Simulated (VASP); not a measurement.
Input of a VASP 6.6.1 run:

INCAR

```
PREC = Accurate
ENCUT = 600
EDIFF = 1E-6
ISMEAR = 0
SIGMA = 0.1
LREAL = False
LASPH = True
NELM = 100
ALGO = Normal
ISIF = 3
LWAVE = False
LCHARG = False
GGA = PS
IBRION = 2
NSW = 100
EDIFFG = -0.005
```

Contents of KPOINTS:

```
Automatic mesh
0
Gamma
  12 12 12
```

POSCAR

```
Ta2H
1.0
    3.3724355169      0.0000000000      0.0000000000
    0.0000000000      3.3724355169      0.0000000000
    0.0000000000      0.0000000000      3.4101116400
Ta H
2 1
Direct
    0.5000000000      0.0000000000      0.7413226200
    0.0000000000      0.5000000000      0.2586773800
    0.0000000000      0.0000000000      0.0000000000
```

Potentials or basis: VASP PAW PBE potentials, release 64 (Ta_pv, H).

Run with:

```bash
$ cat potpaw_PBE.64/Ta_pv/POTCAR potpaw_PBE.64/H/POTCAR > POTCAR
$ mpirun -np 1 vasp_std > vasp.out
```

(1) Estimate the space group after relaxing (to 0.05 Å).

(2) Predict the relaxed cell.

(3) What does it give for the relaxed volume?

## Answers

(1) P-4m2 (No. 115).

(2) a = 3.349 Å, b = 3.349 Å, c = 3.393 Å, α = 90.00°, β = 90.00°, γ = 90.00°.

(3) 12.69 Å³/atom.

Caveat: the PAW data sets were made with another functional, which shifts forces and pressure a little.
